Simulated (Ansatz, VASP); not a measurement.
# AlN: VASP beside Ansatz

```xyz
4
Lattice="3.1068 0.0000 0.0000 -1.5533 2.6905 0.0000 0.0000 0.0000 4.9786" Properties=species:S:1:pos:R:3 pbc="T T T"
Al    0.0000    1.7937    0.0084
Al    1.5534    0.8969    2.4977
N     0.0000    1.7937    1.9083
N     1.5534    0.8969    4.3976
```

Change from the starting cell: all atoms moved at random, sigma 0.25 Å a component, cell strained at random, sigma 0.01; relaxed back.

Alike in both runs: functional r2SCAN; k mesh 12 × 12 × 4; occupations gaussian, width 0.05 eV; no spin polarisation.

Ansatz relaxed the structure, and its values are those at the end. VASP's run is a single point on that final structure, the one shown.

|  | VASP | Ansatz |
| --- | --- | --- |
| version | VASP 6.6.1 | Ansatz 0.2.0 |
| potentials or method | VASP PAW PBE potentials, release 64 (Al, N), cutoff 520 eV | scalar-relativistic, plane waves, PAW |
| valence electrons in the cell | 16 | 16 |

|  | VASP | Ansatz | Ansatz less VASP |
| --- | --- | --- | --- |
| gap on the k mesh at the Fermi level (eV) | 4.92 | 4.88 | -0.040 |
| least direct gap on the mesh (eV) | 4.92 | 4.88 | -0.040 |
| pressure (GPa) | -0.4 | 0.0 | +0.40 |

VASP's potentials were made for PBE, not for r2SCAN.
